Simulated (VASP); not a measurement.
**Y: single point with PBE**

Y:

```xyz
1
Lattice="-1.9076 1.9076 1.9076 1.9076 -1.9076 1.9076 1.9076 1.9076 -1.9076" Properties=species:S:1:pos:R:3 pbc="T T T"
Y     0.0000    0.0000    0.0000
```

This cell differs from its parent crystal: volume scaled by 0.84.

```yaml
Program: VASP 6.6.1
Task: single point
Functional: PBE
Potentials_or_basis: VASP PAW PBE potentials, release 64 (Y_sv)
Cutoff: 520 eV
k_mesh: 13 × 13 × 13
Occupations: fermi-dirac, width 0.08 eV
Spin: no spin polarisation
```

The pressure is 8.5 GPa.

Levels at points of the mesh, in eV from the Fermi level:
| k point | band 3 | band 4 | band 5 | band 6 | band 7 | band 8 |
| --- | --- | --- | --- | --- | --- | --- |
| (0.00, 0.00, 0.00) | -22.00 | -22.00 | -5.04 | 1.86 | 1.86 | 1.86 |

It took 41 s on 1 thread of AMD EPYC 7R43 64-Core Processor (Zen 3), with other jobs on the host, peak memory 0.16 GiB.
